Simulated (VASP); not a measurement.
Write the native input for VASP 6.6.1 that does the following.

```yaml
Task: single point
Functional: PBEsol
Potentials_or_basis: VASP PAW PBE potentials, release 64 (Rh_pv)
Cutoff: 520 eV
k_mesh: 5 × 5 × 45
Occupations: gaussian, width 0.1 eV
Spin: no spin polarisation
Hubbard_terms: Rh d U = 2.0 eV
Dipole_correction: no
Further_INCAR_settings: ALGO = Normal; EDIFF = 1e-06; NBANDS = 30
```

The structure of Rh lies in POSCAR:

```
Rh
1.0
    6.6367666745     -0.0000000001     -0.0255845591
   -0.0000000001      8.1483236109     -0.0000000380
    2.2093781306      1.3580539317      0.7469481748
Rh
3
Direct
    0.0000000000      0.6666666667      0.0000000000
    0.0000000000      0.3333333333      0.0000000000
    0.0000000000      0.0000000000      0.0000000000
```

One way to write it, as run:

INCAR

```
  PREC = Accurate
  ENCUT = 520
  EDIFF = 1E-6
  ISMEAR = 0
  SIGMA = 0.1
  LREAL = False
  LASPH = True
  NELM = 150
  ALGO = Normal
  ISIF = 2
  LWAVE = False
  LCHARG = False
  LMAXMIX = 4
  LDAU = True
  LDAUTYPE = 2
  LDAUL = 2
  LDAUU = 2
  LDAUJ = 0
  LDAUPRINT = 1
  GGA = PS
  NBANDS = 30
```

KPOINTS

```
regular mesh
0
Gamma
  5 5 45
```

Potentials or basis: VASP PAW PBE potentials, release 64 (Rh_pv).

The run is started by

```sh
$ cat potpaw_PBE.64/Rh_pv/POTCAR > POTCAR
$ mpirun -np 1 vasp_std > vasp.out
```

It gave:

The pressure is -6.3 GPa and the band gap on the k mesh is zero (an odd number of electrons rules out a gap without spin polarisation).

Caveat: the cell stands under tension; the PAW data sets were made with another functional, which shifts forces and pressure a little; U without spin polarisation on a metal has little footing; the U is typed as a test and isn't derived for this compound.

Wall time 26 min on 1 thread of Oxide Virtual Turin-like Processor, with other jobs on the host, peak memory 0.58 GiB.
